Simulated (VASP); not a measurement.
Wanted: the native input for a VASP 6.6.1 run.

| Property | Result |
| --- | --- |
| Task | single point |
| Functional | BLYP |
| Potentials or basis | VASP PAW PBE potentials, release 64 (Rb_sv) |
| Cutoff | 520 eV |
| k mesh | 13 × 13 × 13 |
| Occupations | fermi-dirac, width 0.1 eV |
| Spin | no spin polarisation |
| Dipole correction | no |
| Further INCAR settings | ALGO = Normal; EDIFF = 1e-06; NBANDS = 10 |

The structure of Rb lies in POSCAR:

```
Rb
1.0
   -2.9894868810      2.9894868810      2.9894868810
    2.9894868810     -2.9894868810      2.9894868810
    2.9894868810      2.9894868810     -2.9894868810
Rb
1
Direct
    0.0000000000      0.0000000000      0.0000000000
```

This cell differs from its parent crystal: volume scaled by 1.12.

One way to write it, as run:

INCAR

```
SYSTEM = Rb
  PREC = Accurate
  ENCUT = 520
  EDIFF = 1E-6
  ISMEAR = -1
  SIGMA = 0.1
  LREAL = .False.
  LASPH = .True.
  NELM = 60
  ALGO = Normal
  ISIF = 2
  LWAVE = .False.
  LCHARG = .True.
  GGA = B5
  ALDAX = 1.0
  AGGAX = 1.0
  AGGAC = 1.0
  ALDAC = 0.0
  LELF = .True.
  LVHAR = .True.
  NBANDS = 10
```

KPOINTS

```
Automatic mesh
0
Gamma
  13 13 13
  0 0 0
```

Potentials or basis: VASP PAW PBE potentials, release 64 (Rb_sv).

Command:

```sh
$ cat potpaw_PBE.64/Rb_sv/POTCAR > POTCAR
$ mpirun -np 1 vasp_std > vasp.out
```

Results of the run:

```
Pressure : -0.2 GPa
```

Caveat: the PAW data sets were made with another functional, which shifts forces and pressure a little.

It took 44 s on 1 thread of Intel(R) Xeon(R) 6975P-C (Granite Rapids), on a shared host, peak memory 0.27 GiB.
